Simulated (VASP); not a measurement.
Set up this calculation in VASP 6.6.1, as the native input.

* Task: single point
* Functional: PBE
* Potentials or basis: VASP PAW PBE potentials, release 64 (Al)
* Cutoff: 520 eV
* k mesh: 10 × 10 × 10
* Occupations: gaussian, width 0.1 eV
* Spin: no spin polarisation
* Dipole correction: no
* Further INCAR settings: ALGO = Normal; EDIFF = 1e-06; NBANDS = 8

The structure of Al lies in POSCAR:

```
Al
1.0
    0.0000000000      1.9549277334      1.9549277334
    1.9549277334      0.0000000000      1.9549277334
    1.9549277334      1.9549277334      0.0000000000
Al
1
Direct
    0.0000000000      0.0000000000      0.0000000000
```

One way to write it, as run:

INCAR

```
SYSTEM = Al
PREC = Accurate
ENCUT = 520
EDIFF = 1E-6
ISMEAR = 0
SIGMA = 0.1
LREAL = .FALSE.
LASPH = .TRUE.
NELM = 100
ALGO = Normal
ISIF = 2
LWAVE = .FALSE.
LCHARG = .TRUE.
GGA = PE
LELF = .TRUE.
LVHAR = .TRUE.
NBANDS = 8
```

KPOINTS

```
regular mesh
0
G
  10 10 10
  0 0 0
```

Potentials or basis: VASP PAW PBE potentials, release 64 (Al).

Command:

```sh
$ cat potpaw_PBE.64/Al/POTCAR > POTCAR
$ mpirun -np 1 vasp_std > vasp.out
```

It gave:

```
Pressure : 9.0 GPa
```

It took 2.3 s on 1 thread of Intel(R) Xeon(R) 6975P-C (Granite Rapids), with other jobs on the host, peak memory 0.13 GiB.
